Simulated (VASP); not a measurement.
Runs of VASP 6.6.1 on Ge. The structure is that of space group Cmmm (No. 65), or close to it. The cells are those of the table. 

```csv
task,level,potentials or basis,spin,cell,k mesh,cutoff (eV),smearing,gap on the mesh (eV),pressure (GPa),moment (μB),relaxed volume (Å³/atom)
single point,r2SCAN,"VASP PAW PBE potentials, release 64 (Ge_d)",off,"a = 2.972, b = 2.972, c = 2.716 Å, angles 90.0, 90.0, 123.5°, 1 atom",11 × 11 × 10,520,fermi-dirac 0.05 eV,none,-4.3,-,-
single point,RPBE,"VASP PAW PBE potentials, release 64 (Ge_d)",off,"a = 2.952, b = 2.952, c = 2.698 Å, angles 90.0, 90.0, 123.5°, 1 atom",11 × 11 × 10,520,fermi-dirac 0.05 eV,none,0.8,-,-
single point,LDA,"VASP PAW LDA potentials, release 64 (Ge_d)",off,"a = 2.932, b = 2.932, c = 2.680 Å, angles 90.0, 90.0, 123.5°, 1 atom",11 × 11 × 10,520,fermi-dirac 0.05 eV,none,-4.6,-,-
single point,PBE,"VASP PAW PBE potentials, release 64 (Ge_d)",off,"a = 2.952, b = 2.952, c = 2.698 Å, angles 90.0, 90.0, 123.5°, 1 atom",11 × 11 × 10,520,gaussian 0.026 eV,none,-0.6,-,-
single point,PBEsol+D3(BJ),"VASP PAW PBE potentials, release 64 (Ge_d)",off,"a = 2.952, b = 2.952, c = 2.698 Å, angles 90.0, 90.0, 123.5°, 1 atom",11 × 11 × 10,520,fermi-dirac 0.05 eV,none,(a),-,-
relaxation of cell and atoms,revPBE+D3(BJ),"VASP PAW PBE potentials, release 64 (Ge_d)",off,"relaxed from a = 2.952, b = 2.952, c = 2.698 Å, angles 90.0, 90.0, 123.5°, 1 atom",11 × 11 × 10,600,fermi-dirac 0.05 eV,none,0.0,-,18.19
single point,BLYP,"VASP PAW PBE potentials, release 64 (Ge_d)",off,"a = 2.952, b = 2.952, c = 2.698 Å, angles 90.0, 90.0, 123.5°, 1 atom",11 × 11 × 10,520,fermi-dirac 0.05 eV,none,5.5,-,-
single point,LDA,"VASP PAW LDA potentials, release 64 (Ge_d)",off,"a = 3.010, b = 3.010, c = 2.751 Å, angles 90.0, 90.0, 123.5°, 1 atom",11 × 11 × 10,520,fermi-dirac 0.05 eV,none,-8.3,-,-
relaxation of cell and atoms,PBE+D3(BJ),"VASP PAW PBE potentials, release 64 (Ge_d)",off,"relaxed from a = 2.952, b = 2.952, c = 2.698 Å, angles 90.0, 90.0, 123.5°, 1 atom",11 × 11 × 10,600,fermi-dirac 0.05 eV,none,0.0,-,(b)
single point,PBE,"VASP PAW PBE potentials, release 64 (Ge_d)",off,"a = 2.952, b = 2.952, c = 2.698 Å, angles 90.0, 90.0, 123.5°, 1 atom",11 × 11 × 10,520,gaussian 0.015 eV,none,-0.6,-,-
single point,PBEsol,"VASP PAW PBE potentials, release 64 (Ge_d)","non-collinear, zero start, SOC","a = 2.952, b = 2.952, c = 2.698 Å, angles 90.0, 90.0, 123.5°, 1 atom",8 × 8 × 8,520,fermi-dirac 0.05 eV,-,-4.6,0.00,-
single point,PBEsol,"VASP PAW PBE potentials, release 64 (Ge_d)","non-collinear, zero start, SOC","a = 2.952, b = 2.952, c = 2.698 Å, angles 90.0, 90.0, 123.5°, 1 atom",11 × 11 × 10,520,fermi-dirac 0.05 eV,-,-4.1,0.00,-
```

Estimate the missing entries.

(a) -6.8; (b) 18.59.

Caveats: the PAW data sets were made with another functional, which shifts forces and pressure a little (some runs); pairwise dispersion overbinds metals, which lowers pressure and volume (some runs); three body term missing (some runs).

A k mesh can miss the band edges, and rows without SOC leave out spin-orbit coupling on Ge.

A gap of «none» marks levels without a gap at the run's occupations.
